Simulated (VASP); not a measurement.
Runs of VASP 6.6.1 on Al2Cu. The structure is that of space group Fm-3m (No. 225), or close to it. The cells are those of the table. 

```csv
cell,further INCAR settings,gap on the mesh (eV),pressure (GPa)
"a = 3.913 Å, angles 121.9, 121.9, 86.8°, 3 atoms",ALGO = Fast; EDIFF = 1e-06; NBANDS = 16,none,22.5
"a = 3.844 Å, angles 120.7, 120.7, 88.8°, 3 atoms",ALGO = Fast; EDIFF = 1e-06; NBANDS = 16,none,29.4
"a = 3.891 Å, angles 119.9, 119.9, 90.2°, 3 atoms",ALGO = Fast; EDIFF = 1e-07; NBANDS = 16,none,19.7
"a = 3.926 Å, angles 120.5, 120.5, 89.2°, 3 atoms",ALGO = Fast; EDIFF = 1e-07; NBANDS = 16,none,(b)
"a = 3.940 Å, angles 119.1, 119.1, 91.6°, 3 atoms",ALGO = Fast; EDIFF = 1e-06; NBANDS = 16,none,12.1
"a = 3.995 Å, angles 121.6, 121.6, 87.3°, 3 atoms",ALGO = Fast; EDIFF = 1e-06; NBANDS = 16,none,(a)
"a = 4.055 Å, angles 119.4, 119.4, 91.0°, 3 atoms",ALGO = Fast; EDIFF = 1e-06; NBANDS = 16,none,1.8
"a = 4.007 Å, angles 120.2, 120.2, 89.6°, 3 atoms",ALGO = Fast; EDIFF = 1e-06; NBANDS = 16,none,6.9
"a = 4.158 Å, angles 121.1, 121.1, 88.1°, 3 atoms",ALGO = Fast; EDIFF = 1e-06; NBANDS = 16,none,-2.8
"a = 3.960 Å, angles 121.0, 121.0, 88.2°, 3 atoms",ALGO = Fast; EDIFF = 1e-07; NBANDS = 16,none,14.3
"a = 3.879 Å, angles 121.3, 121.3, 87.8°, 3 atoms",ALGO = Fast; EDIFF = 1e-06; NBANDS = 16,none,26.0
"a = 3.973 Å, angles 119.7, 119.7, 90.6°, 3 atoms",ALGO = Fast; EDIFF = 1e-06; NBANDS = 16,none,9.4
```

Alike in all rows: task single point; level PBE; potentials or basis VASP PAW PBE potentials, release 64 (Al, Cu); no spin polarisation; k mesh 14 × 14 × 14; cutoff (eV) 520; smearing gaussian 0.15 eV.

Q: Estimate the missing entries.

A: (a) 11.6; (b) 16.8.

Caveats: the cell stands under pressure (at least some runs).

A gap of «none» marks levels without a gap at the run's occupations.
